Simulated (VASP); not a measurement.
Here is a VASP 6.6.1 calculation.

INCAR

```
PREC = Accurate ; ENCUT = 520
EDIFF = 1E-6 ; ISMEAR = 0
SIGMA = 0.15 ; LREAL = False
LASPH = True ; NELM = 80
ALGO = Normal ; ISIF = 2
LWAVE = False ; LCHARG = True
GGA = PS ; LELF = True
LVHAR = True ; NBANDS = 35
```

File KPOINTS:

```
regular mesh
0
Gamma
  17 17 5
```

File POSCAR:

```
Ta2C
1.0
   -1.5476503522     -2.6806090424      0.0000000000
    1.5476503522     -2.6806090424      0.0000000000
    0.0000000000      0.0000000000     10.8421605593
Ta C
4 2
Direct
    0.6666666667      0.6666666667      0.7956019855
    0.6666666667      0.6666666667      0.3417182551
    0.3333333333      0.3333333333      0.1121654752
    0.3333333333      0.3333333333      0.5660492055
    1.0000000000      0.0000000000      0.6808255955
    1.0000000000      0.0000000000      0.2269418652
```

Potentials or basis: VASP PAW PBE potentials, release 64 (Ta_pv, C).

Run with:

```sh
$ cat potpaw_PBE.64/Ta_pv/POTCAR potpaw_PBE.64/C/POTCAR > POTCAR
$ mpirun -np 1 vasp_std > vasp.out
```

Estimate the largest force.

1.205 eV/Å.

Predict the band gap on the k mesh.

zero (bands 26 and 27 overlap by 0.27 eV).

What does it give for the pressure?

-7.0 GPa.

Forces in eV/Å, atoms in the order of the input:
```
Ta   0.000  0.000  1.205
Ta   0.000  0.000 -0.599
Ta   0.000  0.000 -1.205
Ta   0.000  0.000  0.599
C    0.000  0.000  0.341
C    0.000  0.000 -0.341
```

Caveat: the cell differs from its parent crystal (the distance across one plane changed); the cell stands under tension; the PAW data sets were made with another functional, which shifts forces and pressure a little; spin-orbit coupling is left out, which moves the levels of the heavy elements.
